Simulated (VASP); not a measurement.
TiRh:

```
CELL_PARAMETERS angstrom
2.98800 0.00000 0.00000
0.00000 2.98800 0.00000
0.00000 0.00000 3.35000
ATOMIC_POSITIONS crystal
Ti 0.50000 0.50000 0.50000
Rh 0.00000 0.00000 0.00000
```

```yaml
Program: VASP 6.6.1
Task: relaxation of cell and atoms
Functional: LDA
Potentials_or_basis: VASP PAW LDA potentials, release 64 (Ti_sv, Rh_pv)
Cutoff: 600 eV
k_mesh: 8 × 8 × 7
Occupations: gaussian, width 0.05 eV
Spin: no spin polarisation
```

At the start: pressure -11.7 GPa; volume 14.95 Å³/atom.

Where does the relaxation end?

Over 9 steps the energy falls by 37.7 meV/atom and the volume is 14.06 Å³/atom (-6.0 %); space group P4/mmm (No. 123, to 0.05 Å).

The path:
| step | energy change (eV) | largest force (eV/Å) | pressure (GPa) | volume (Å³) |
| --- | --- | --- | --- | --- |
| 1 | 0.0000 | 0.0000 | -11.67 | 29.91 |
| 2 | 0.1498 | 0.0000 | 28.11 | 25.44 |
| 3 | -0.0678 | 0.0000 | -0.28 | 28.21 |
| 4 | -0.0678 | 0.0000 | 0.03 | 28.17 |
| 5 | -0.0678 | 0.0000 | 0.30 | 28.14 |
| 6 | -0.0703 | 0.0000 | 0.25 | 28.14 |
| 7 | -0.0752 | 0.0000 | 0.17 | 28.12 |
| 8 | -0.0752 | 0.0000 | 0.19 | 28.12 |
| 9 | -0.0753 | 0.0000 | 0.19 | 28.12 |

Final structure:
```cif
data_structure
_symmetry_space_group_name_H-M 'P 1'
_symmetry_Int_Tables_number 1
_cell_length_a 2.8893
_cell_length_b 2.8893
_cell_length_c 3.3687
_cell_angle_alpha 90.000
_cell_angle_beta 90.000
_cell_angle_gamma 90.000
_cell_volume 28.12
loop_
_atom_site_label
_atom_site_type_symbol
_atom_site_fract_x
_atom_site_fract_y
_atom_site_fract_z
_atom_site_occupancy
Ti1 Ti 0.50000 0.50000 0.50000 1
Rh1 Rh 0.00000 0.00000 0.00000 1
```
